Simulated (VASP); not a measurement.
Here is a VASP 6.6.1 calculation.

File INCAR:

```
ALGO = Normal
EDIFF = 1E-6
ENCUT = 520
GGA = PE
ISIF = 2
ISMEAR = -1
LASPH = T
LCHARG = T
LELF = T
LREAL = F
LVHAR = T
LWAVE = F
NBANDS = 24
NELM = 80
PREC = Accurate
SIGMA = 0.08
```

KPOINTS

```
k-points
0
Gamma
  6 6 9
```

Contents of POSCAR:

```
Y
1.0
    5.6478771926      0.0000000000      0.0000000000
   -2.8239385963      4.8912051262      0.0000000000
    0.0000000000      0.0000000000      3.5285048655
Y
3
Direct
    0.0000000000      0.0000000000      0.0000000000
    0.3333333333      0.6666666667      0.5000000000
    0.6666666667      0.3333333333      0.5000000000
```

Potentials or basis: VASP PAW PBE potentials, release 64 (Y_sv).

The run is started by

```bash
$ cat potpaw_PBE.64/Y_sv/POTCAR > POTCAR
$ mpirun -np 1 vasp_std > vasp.out
```

Q: Estimate the pressure.

A: -0.1 GPa.

Q: What does it give for the band gap on the k mesh?

A: Zero (an odd number of electrons rules out a gap without spin polarisation).
